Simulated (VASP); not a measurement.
Wanted: the native input for a VASP 6.6.1 run.

- Task: molecular dynamics
- Functional: PBE
- Dispersion: D3(BJ)
- Potentials or basis: VASP PAW PBE potentials, release 64 (Cl)
- Cutoff: 520 eV
- k mesh: 1 × 1 × 1
- Occupations: fermi-dirac, width 0.02 eV
- Spin: no spin polarisation
- Dipole correction: no
- Further INCAR settings: LREAL = Auto; ALGO = Normal; EDIFF = 1e-05; NBANDS = 70; ISYM = 0; IBRION = 0; POTIM = 3.0; NSW = 40

The structure of Cl lies in POSCAR:

```
Cl
1.0
    7.8297350000      0.0000000000      0.0000000000
    0.0000000000      7.8297350000      0.0000000000
    0.0000000000      0.0000000000      7.8297350000
Cl
16
Direct
    0.3838863200      0.5267641900      0.2137155500
    0.2614893700      0.4847619200     -0.0181655200
    0.0793137300      0.9055388200      0.9830995000
    0.1682836800      1.0033439900      0.7479465000
    0.7442910200      0.0413745800      0.5503605600
    0.7307186300      0.0429286800      0.2813802300
    0.9250666900      0.5063466000      0.3473138200
    0.9509467700      0.4944225600      0.6170294500
    0.9086982300      0.5035855400      0.9762071600
    0.6698059000      0.6074800200      0.9225240100
    0.2931361200      0.1472611300      0.4885243300
    0.2053299600      0.0511077000      0.2599915600
    0.3972512100      0.7269388800      0.6204142700
    0.5664097300      0.5975011200      0.4764368500
    0.7320113300      0.0621344500      0.9191113100
    0.5308045000      0.2285488400      0.9106797000
```

One way to write it, as run:

INCAR

```
PREC = Accurate
ENCUT = 520
EDIFF = 1E-5
ISMEAR = -1
SIGMA = 0.02
LREAL = Auto
LASPH = T
NELM = 60
ALGO = Normal
ISIF = 2
LWAVE = F
LCHARG = F
GGA = PE
IVDW = 12
NBANDS = 70
IBRION = 0
NSW = 40
POTIM = 3.0
TEBEG = 400.0
TEEND = 400.0
ISYM = 0
NELMIN = 4
RANDOM_SEED = 223913 0 0
MDALGO = 3
LANGEVIN_GAMMA = 20
```

KPOINTS

```
regular mesh
0
Gamma
  1 1 1
```

Potentials or basis: VASP PAW PBE potentials, release 64 (Cl).

The run is started by

```console
$ cat potpaw_PBE.64/Cl/POTCAR > POTCAR
$ mpirun -np 1 vasp_gam > vasp.out
```

Results of the run:

```
Dispersion energy per atom : -0.142 eV
```

Caveat: the k points lie up to 0.80 Å⁻¹ apart, too coarse for converged energies, forces and pressures.

Wall time 17 min on 1 thread of Intel(R) Xeon(R) Platinum 8488C (Sapphire Rapids) (shared host), peak memory 0.53 GiB.
